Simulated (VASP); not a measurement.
**Ru: single point with PBE**

Ru:

```xyz
2
Lattice="2.6692 0.0000 0.0000 -1.3346 2.3116 0.0000 0.0000 0.0000 4.2240" Properties=species:S:1:pos:R:3 pbc="T T T"
Ru    0.0000    1.5411    1.0560
Ru    1.3346    0.7705    3.1680
```

This cell differs from its parent crystal: volume scaled by 0.96.

```
Program             : VASP 6.6.1
Task                : single point
Functional          : PBE
Potentials or basis : VASP PAW PBE potentials, release 64 (Ru_pv)
Cutoff              : 520 eV
k mesh              : 14 × 14 × 8
Occupations         : fermi-dirac, width 0.03 eV
Spin                : no spin polarisation
```

The pressure is 19.6 GPa and the band gap on the k mesh is zero (band 14 reaches 15.34 eV, above the bottom of band 15 at 12.00 eV).

Stress tensor (GPa, compression positive):
```
19.86  0.00  0.00
 0.00 19.86  0.00
 0.00  0.00 18.96
```

Levels at points of the mesh, in eV from the Fermi level:
```
           k point  band 10  band 11  band 12  band 13  band 14  band 15  band 16  band 17  band 18  band 19
(0.00, 0.00, 0.00)    -2.75    -2.56    -2.02    -2.02    -1.46    -1.46     1.27     1.27     1.36    10.37
(0.50, 0.00, 0.00)    -3.19    -2.17    -1.85    -1.59     1.55     1.99     2.07     4.31     6.45    10.38
(0.00, 0.00, 0.50)    -2.92    -2.92    -2.92    -2.83    -2.83     0.60     0.60     0.60     0.60    10.38
(0.50, 0.00, 0.50)    -4.79    -1.11    -1.11     0.49     0.49     1.82     1.82     3.58     3.58    10.38
```

Wall time 29 s on 1 thread of AMD EPYC 9R45 96-Core Processor (Zen 5), with other jobs on the host, peak memory 0.14 GiB.
